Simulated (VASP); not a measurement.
# Mg6NO6 in VASP: single point with PBE

Aim: the single point of Mg6NO6 with PBE.

All numbers are computed with VASP 6.6.1; they aren't measurements. Logs are shortened: lines on timing, memory, paths and dates and some standing lists are left out, and cuts for length are marked.

## Step 1: The cell of the first run

The cell holds a slab with vacuum, 26 atoms: a = 6.017 Å, b = 6.017 Å, c = 20.880 Å, α = 90.00°, β = 90.00°, γ = 90.00°.

## Step 2: Single point, PBE

INCAR reads:

```
ALGO = Normal ; DIPOL = 0.5 0.5 0.317
EDIFF = 1E-6 ; ENCUT = 520
GGA = PE ; IDIPOL = 3
ISIF = 2 ; ISMEAR = 0
LASPH = True ; LCHARG = False
LDIPOL = True ; LREAL = Auto
LWAVE = False ; NBANDS = 72
NELM = 80 ; PREC = Accurate
SIGMA = 0.05
```

KPOINTS reads:

```
k-points
0
Gamma
  5 5 1
```

POSCAR reads:

```
Mg6NO6
1.0
    6.0171792582      0.0000000000      0.0000000000
    0.0000000000      6.0171792582      0.0000000000
    0.0000000000      0.0000000000     20.8799623436
Mg O N
12 12 2
Direct
    0.2500000000      0.2500000000      0.1915712267
    0.2500000000      0.7500000000      0.1915712267
    0.7500000000      0.2500000000      0.1915712267
    0.7500000000      0.7500000000      0.1915712267
    0.0000000000      0.0000000000      0.2936999204
    0.0000000000      0.5000000000      0.2936999204
    0.5000000000      0.0000000000      0.2936999204
    0.5000000000      0.5000000000      0.2936999204
    0.2500000000      0.2500000000      0.3942063725
    0.2500000000      0.7500000000      0.3942063725
    0.7500000000      0.2500000000      0.3942063725
    0.7500000000      0.7500000000      0.3942063725
    0.0000000000      0.0000000000      0.1915712267
    0.0000000000      0.5000000000      0.1915712267
    0.5000000000      0.0000000000      0.1915712267
    0.5000000000      0.5000000000      0.1915712267
    0.2500000000      0.2500000000      0.2932336620
    0.2500000000      0.7500000000      0.2932336620
    0.7500000000      0.2500000000      0.2932336620
    0.7500000000      0.7500000000      0.2932336620
    0.0000000000      0.0000000000      0.3965506358
    0.0000000000      0.5000000000      0.3965506358
    0.5000000000      0.0000000000      0.3965506358
    0.5000000000      0.5000000000      0.3965506358
    0.0000000000      0.2500000000      0.5773687334
    0.0000000000      0.2500000000      0.6301548014
```

Potentials or basis: VASP PAW PBE potentials, release 64 (Mg, O, N).

Launch:

```sh
> cat potpaw_PBE.64/Mg/POTCAR potpaw_PBE.64/O/POTCAR potpaw_PBE.64/N/POTCAR > POTCAR
> mpirun -np 1 vasp_std > vasp.out
```

OUTCAR:

```text
EDIFF = 1E-6
   ENCUT = 520
   GGA = PE
   ISIF = 2
   ISMEAR = 0
   LASPH = True
   LREAL = Auto
   NELM = 80
   PREC = Accurate

 ion  position               nearest neighbor table
   1  0.250  0.250  0.192-  17 2.12  14 2.13  15 2.13  16 2.13  13 2.13   3 3.01   2 3.01   2 3.01
                             3 3.01   8 3.01   5 3.01   6 3.01   7 3.01
   2  0.250  0.750  0.192-  18 2.12  14 2.13  15 2.13  16 2.13  13 2.13   4 3.01   1 3.01   1 3.01
                             4 3.01   8 3.01   5 3.01   6 3.01   7 3.01
   3  0.750  0.250  0.192-  19 2.12  14 2.13  15 2.13  16 2.13  13 2.13   4 3.01   1 3.01   4 3.01
                             1 3.01   8 3.01   5 3.01   6 3.01   7 3.01
   4  0.750  0.750  0.192-  20 2.12  14 2.13  15 2.13  16 2.13  13 2.13   3 3.01   2 3.01   3 3.01
                             2 3.01   8 3.01   5 3.01   6 3.01   7 3.01
   5  0.000  0.000  0.294-  17 2.13  18 2.13  19 2.13  20 2.13  13 2.13  21 2.15  11 2.99  12 2.99
                             9 2.99  10 2.99   6 3.01   7 3.01   6 3.01   7 3.01   3 3.01   4 3.01
   6  0.000  0.500  0.294-  17 2.13  18 2.13  19 2.13  20 2.13  14 2.13  22 2.15  11 2.99  12 2.99
                             9 2.99  10 2.99   5 3.01   8 3.01   5 3.01   8 3.01   3 3.01   4 3.01
   7  0.500  0.000  0.294-  17 2.13  18 2.13  19 2.13  20 2.13  15 2.13  23 2.15  11 2.99  12 2.99
                             9 2.99  10 2.99   5 3.01   8 3.01   8 3.01   5 3.01   3 3.01   4 3.01
   8  0.500  0.500  0.294-  17 2.13  18 2.13  19 2.13  20 2.13  16 2.13  24 2.15  11 2.99  12 2.99
                             9 2.99  10 2.99   6 3.01   7 3.01   7 3.01   6 3.01   3 3.01   4 3.01
   9  0.250  0.250  0.394-  17 2.11  21 2.13  22 2.13  23 2.13  24 2.13   6 2.99   7 2.99   8 2.99
[... 4 lines left out ...]
                             5 2.99  12 3.01   9 3.01  12 3.01   9 3.01
  12  0.750  0.750  0.394-  20 2.11  21 2.13  22 2.13  23 2.13  24 2.13   6 2.99   7 2.99   8 2.99
                             5 2.99  11 3.01  10 3.01  11 3.01  10 3.01
  13  0.000  0.000  0.192-   1 2.13   2 2.13   3 2.13   4 2.13   5 2.13
  14  0.000  0.500  0.192-   1 2.13   2 2.13   3 2.13   4 2.13   6 2.13
  15  0.500  0.000  0.192-   1 2.13   2 2.13   3 2.13   4 2.13   7 2.13
  16  0.500  0.500  0.192-   1 2.13   2 2.13   3 2.13   4 2.13   8 2.13
  17  0.250  0.250  0.293-   9 2.11   1 2.12   6 2.13   7 2.13   8 2.13   5 2.13
  18  0.250  0.750  0.293-  10 2.11   2 2.12   6 2.13   7 2.13   8 2.13   5 2.13
  19  0.750  0.250  0.293-  11 2.11   3 2.12   6 2.13   7 2.13   8 2.13   5 2.13
  20  0.750  0.750  0.293-  12 2.11   4 2.12   6 2.13   7 2.13   8 2.13   5 2.13
  21  0.000  0.000  0.397-   9 2.13  10 2.13  11 2.13  12 2.13   5 2.15
  22  0.000  0.500  0.397-   9 2.13  10 2.13  11 2.13  12 2.13   6 2.15
  23  0.500  0.000  0.397-   9 2.13  10 2.13  11 2.13  12 2.13   7 2.15
  24  0.500  0.500  0.397-   9 2.13  10 2.13  11 2.13  12 2.13   8 2.15
  25  0.000  0.250  0.577-  26 1.10
  26  0.000  0.250  0.630-  25 1.10

  LATTYP: Found a simple tetragonal cell.
 ALAT       =     6.0171792582
 C/A-ratio  =     3.4700582196

  Lattice vectors:

 A1 = (   6.0171792582,   0.0000000000,   0.0000000000)
 A2 = (   0.0000000000,   6.0171792582,   0.0000000000)
 A3 = (   0.0000000000,   0.0000000000,  20.8799623436)

Analysis of symmetry for initial positions (statically):
=====================================================================
 Subroutine PRICEL returns:
 Original cell was already a primitive cell.

 Routine SETGRP: Setting up the symmetry group for a
 simple tetragonal supercell.

 Subroutine GETGRP returns: Found  4 space group operations
 (whereof  2 operations were pure point group operations)
 out of a pool of 16 trial point group operations.

The static configuration has the point symmetry C_1h.
 The point group associated with its full space group is C_2v.

Analysis of symmetry for dynamics (positions and initial velocities):
=====================================================================
 Subroutine PRICEL returns:
 Original cell was already a primitive cell.

 Routine SETGRP: Setting up the symmetry group for a
 simple tetragonal supercell.

 Subroutine GETGRP returns: Found  4 space group operations
 (whereof  2 operations were pure point group operations)
 out of a pool of 16 trial point group operations.

The dynamic configuration has the point symmetry C_1h.
 The point group associated with its full space group is C_2v.

 Subroutine INISYM returns: Found  4 space group operations
 (whereof  2 operations are pure point group operations),
 and found     1 'primitive' translations

----------------------------------------------------------------------------------------

                                     Primitive cell

  volume of cell :     755.9892

  direct lattice vectors                    reciprocal lattice vectors
     6.017179258  0.000000000  0.000000000     0.166190827  0.000000000  0.000000000
     0.000000000  6.017179258  0.000000000     0.000000000  0.166190827  0.000000000
     0.000000000  0.000000000 20.879962344     0.000000000  0.000000000  0.047892807

  length of vectors
     6.017179258  6.017179258 20.879962344     0.166190827  0.166190827  0.047892807

  position of ions in fractional coordinates (direct lattice)
     0.250000000  0.250000000  0.191571227
     0.250000000  0.750000000  0.191571227
     0.750000000  0.250000000  0.191571227
     0.750000000  0.750000000  0.191571227
     0.000000000  0.000000000  0.293699920
     0.000000000  0.500000000  0.293699920
[... 18 lines left out ...]
     0.000000000  0.250000000  0.577368733
     0.000000000  0.250000000  0.630154801

  ion indices of the primitive-cell ions
   primitive index   ion index
                 1           1
                 2           2
                 3           3
                 4           4
                 5           5
                 6           6
[... 18 lines left out ...]
                25          25
                26          26

----------------------------------------------------------------------------------------

 KPOINTS: k-points

Automatic generation of k-mesh.
 Grid dimensions read from file:
 generate k-points for:    5    5    1

 Generating k-lattice:

  Cartesian coordinates                     Fractional coordinates (reciprocal lattice)
     0.033238165  0.000000000  0.000000000     0.200000000  0.000000000  0.000000000
     0.000000000  0.033238165  0.000000000     0.000000000  0.200000000  0.000000000
     0.000000000  0.000000000  0.047892807     0.000000000  0.000000000  1.000000000

  Length of vectors
     0.033238165  0.033238165  0.047892807

  Shift w.r.t. Gamma in fractional coordinates (k-lattice)
     0.000000000  0.000000000  0.000000000

 Subroutine IBZKPT returns following result:
 ===========================================

 Found      9 irreducible k-points:

 Following reciprocal coordinates:
            Coordinates               Weight
  0.000000  0.000000  0.000000      1.000000
  0.200000  0.000000  0.000000      2.000000
  0.000000  0.200000  0.000000      2.000000
  0.400000  0.000000  0.000000      2.000000
  0.000000  0.400000  0.000000      2.000000
  0.200000  0.200000  0.000000      4.000000
  0.400000  0.200000  0.000000      4.000000
 -0.200000  0.400000  0.000000      4.000000
  0.400000  0.400000  0.000000      4.000000
   k-points           NKPTS =      9   k-points in BZ     NKDIM =      9   number of bands    NBANDS=     72
   number of dos      NEDOS =    301   number of ions     NIONS =     26
   total plane-waves  NPLWV = 368640
   dimension x,y,z NGX =    48 NGY =   48 NGZ =  160
   dimension x,y,z NGXF=    96 NGYF=   96 NGZF=  320
   ions per type =              12  12   2
   NGX,Y,Z   is equivalent  to a cutoff of  13.26, 13.26, 12.74 a.u.
   NGXF,Y,Z  is equivalent  to a cutoff of  26.52, 26.52, 25.48 a.u.
 SYSTEM =  unknown system
   PREC   = accura    normal or accurate (medium, high low for compatibility)
   ISTART =      0    job   : 0-new  1-cont  2-samecut
   ICHARG =      2    charge: 1-file 2-atom 10-const
   ISPIN  =      1    spin polarized calculation?
   LNONCOLLINEAR =      F non collinear calculations
   LSORBIT =      F    spin-orbit coupling
   LASPH  =      T    aspherical Exc in radial PAW
   ENCUT  =  520.0 eV  38.22 Ry    6.18 a.u.  11.19 11.19 38.82*2*pi/ulx,y,z
   NELM   =     80;   NELMIN=  2; NELMDL= -5     # of ELM steps
   EDIFF  = 0.1E-05   stopping-criterion for ELM
   LREAL  =      T    real-space projection
   EDIFFG = 0.1E-04   stopping-criterion for IOM
   NSW    =      0    number of steps for IOM
   IBRION =     -1    ionic relax: 0-MD 1-quasi-New 2-CG
   NFREE  =      0    steps in history (QN), initial steepest desc. (CG)
   ISIF   =      2    stress and relaxation
   ISYM   =      2    0-nonsym 1-usesym 2-fastsym
   POTIM  = 0.5000    time-step for ionic-motion
   TEBEG  =    0.0;   TEEND  =   0.0 temperature during run
   PSTRESS=    0.0 pullay stress
   NELECT =     106.0000    total number of electrons
   NUPDOWN=      -1.0000    fix difference up-down
   EMIN   =  10.00;   EMAX   =-10.00  energy-range for DOS
   EFERMI =   0.00;   METHOD = LEGACY
   ISMEAR =     0;   SIGMA  =   0.05  broadening in eV -4-tet -1-fermi 0-gaus
   EFERMI_NEDOS =   21; number of points for ismear=-14 and -15
   IALGO  =     38    algorithm
   IMIX   =      4    mixing-type and parameters
     AMIX     =   0.40;   BMIX     =  1.00
     AMIX_MAG =   1.60;   BMIX_MAG =  1.00
  volume/ion in A,a.u.               =      29.08       196.22
  Fermi-wavevector in a.u.,A,eV,Ry     =   0.850495  1.607202  9.841654  0.723341
  Thomas-Fermi vector in A             =   1.966481
   LORBIT       =      0    0 simple, 1 ext, 2 COOP (PROOUT), +10 PAW based schemes
   GGA     = PE    functional components
   LHFCALC =     F    Hartree Fock is set to
   AEXX    =    0.0000 exact exchange contribution
   IVDW    =     0    specifies the selected vdW correction
   LEPSILON=     F    determine dielectric tensor
   LRPA    =     F    only Hartree local field effects (RPA)
 non-spin polarized calculation
 Gauss-broadening in eV      SIGMA  =   0.05
  energy-cutoff  :      520.00
  volume of cell :      755.99
 maximum number of plane-waves:     20372
 NGX is ok and might be reduce to    48
   NGX = 23   NGY = 23   NGZ = 77

 dipolmoment           0.000000      0.000000     -0.014937 electrons x Angstroem

 number of electron     106.0000007 magnetization

 dipolmoment           0.000000      0.000000      0.078892 electrons x Angstroem

 Free energy of the ion-electron system (eV)
  ---------------------------------------------------
  ext. energy  EPLUGINS =         0.00000000
  ---------------------------------------------------
  free energy    TOTEN  =      -155.45656174 eV

  energy without entropy =     -155.45656174  energy(sigma->0) =     -155.45656174

 E-fermi :  -2.1358     XC(G=0):  -4.5872

 val. band max:       -2.3701510813   @ k =   0.0000   0.0000   0.0000
 cond. band min:       0.6939006110   @ k =   0.4000   0.0000   0.0000
 fundamental gap:      3.0640516924
 Fermi energy:        -2.1357548466

 k-point     1 :       0.0000    0.0000    0.0000
  band No.  band energies     occupation
      1     -25.5981      2.00000
      2     -19.1003      2.00000
      3     -18.3399      2.00000
      4     -18.2848      2.00000
      5     -18.2848      2.00000
      6     -17.9816      2.00000
[... 601 lines left out ...]
     64       4.1785      0.00000
     65       4.4310      0.00000
 [bands above 65 left out]

------------------------ aborting loop because EDIFF is reached ----------------------------------------

 vacuum level on the upper side and lower side of the slab       (xc-potential included)         0.034        -0.240

  FORCE on cell =-STRESS in cart. coord.  units (eV):
  Direction    XX          YY          ZZ          XY          YZ          ZX
  --------------------------------------------------------------------------------------
  -------------------------------------------------------------------------------------
  Total      -16.2703177    -16.2142831      1.0708552      0.0000000      0.0000000      0.0000000
  in kB      -34.4818855    -34.3631307      2.2694766      0.0000000      0.0000000      0.0000000
  external PRESSURE =     -22.1918465 kB  Pullay stress =       0.0000000 kB

 VOLUME and BASIS-vectors are now :
 -----------------------------------------------------------------------------
  energy-cutoff  :      520.00
  volume of cell :      755.99
      direct lattice vectors                 reciprocal lattice vectors
     6.017179258  0.000000000  0.000000000     0.166190827  0.000000000  0.000000000
     0.000000000  6.017179258  0.000000000     0.000000000  0.166190827  0.000000000
     0.000000000  0.000000000 20.879962344     0.000000000  0.000000000  0.047892807

 POSITION                                       TOTAL-FORCE (eV/Angst)
 -----------------------------------------------------------------------------------
      1.50429      1.50429      4.00000         0.000316     -0.000000      0.452459
      1.50429      4.51288      4.00000         0.000193     -0.000000      0.453127
      4.51288      1.50429      4.00000        -0.000316     -0.000000      0.452459
      4.51288      4.51288      4.00000        -0.000193      0.000000      0.453127
      0.00000      0.00000      6.13244         0.000000     -0.001891     -0.016649
      0.00000      3.00859      6.13244         0.000000      0.001891     -0.016649
[... 18 lines left out ...]
      0.00000      1.50429     12.05544         0.000000      0.000000     -1.749920
      0.00000      1.50429     13.15761         0.000000      0.000000      1.748832
 -----------------------------------------------------------------------------------
    total drift:                                0.000000      0.000000      0.030402

  FREE ENERGIE OF THE ION-ELECTRON SYSTEM (eV)
  ---------------------------------------------------
  free  energy   TOTEN  =      -155.4565617361 eV

  energy  without entropy=     -155.4565617361  energy(sigma->0) =     -155.45656174

 vacuum level on the upper side and lower side of the slab         2.750         2.448
```

Run time: 24 min. Hardware: 1 thread of Oxide Virtual Turin-like, shared host; peak memory 0.86 GiB.

What came out:

```
Free energy            : -155.4566 eV
Largest force          : 1.750 eV/Å
Band gap on the k mesh : 3.06 eV (least direct gap 3.11 eV)
```

Forces on the atoms (eV/Å):
```
Mg   0.000  0.000  0.452
Mg   0.000  0.000  0.453
Mg   0.000  0.000  0.452
Mg   0.000  0.000  0.453
Mg   0.000 -0.002 -0.017
Mg   0.000  0.002 -0.017
Mg   0.000 -0.001 -0.026
Mg   0.000  0.001 -0.026
Mg  -0.022  0.000 -0.026
Mg  -0.014  0.000 -0.055
Mg   0.022  0.000 -0.026
Mg   0.014  0.000 -0.055
O    0.000  0.000 -0.424
O    0.000  0.000 -0.424
O    0.000  0.000 -0.424
O    0.000  0.000 -0.424
O    0.003  0.000  0.030
O    0.004  0.000  0.028
O   -0.003  0.000  0.030
O   -0.004  0.000  0.028
O    0.000 -0.013 -0.010
O    0.000  0.013 -0.010
O    0.000 -0.002  0.017
O    0.000  0.002  0.017
N    0.000  0.000 -1.750
N    0.000  0.000  1.749
```

Caveat: the standard files for N, O and F lose accuracy on very short bonds.
